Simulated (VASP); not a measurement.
**LiCl: single point with PBE**

The system is LiCl.

```
Cl Li
1.0
     0.00000    2.56477    2.56477
     2.56477    0.00000    2.56477
     2.56477    2.56477    0.00000
Cl Li
1 1
Direct
  0.50000 0.50000 0.50000
  0.00000 0.00000 0.00000
```

```json
{"Program": "VASP 6.6.1", "Task": "single point", "Functional": "PBE", "Potentials or basis": "VASP PAW PBE potentials, release 64 (Cl, Li_sv)", "Cutoff": "520 eV", "k mesh": "9 × 9 × 9", "Occupations": "gaussian, width 0.027 eV", "Spin": "no spin polarisation"}
```

| Property | Result |
| --- | --- |
| Band gap on the k mesh | 6.34 eV, direct |

Levels at points of the mesh, in eV from the valence-band top:
```csv
k point,band 3,band 4,band 5,band 6,band 7,band 8
"(0.00, 0.00, 0.00)",0.00,0.00,0.00,6.34,11.94,11.94
```

Run time: 16 s on 1 thread of Intel Xeon 8259CL, with other jobs on the host, peak memory 0.15 GiB.

 A k mesh can miss the band edges.
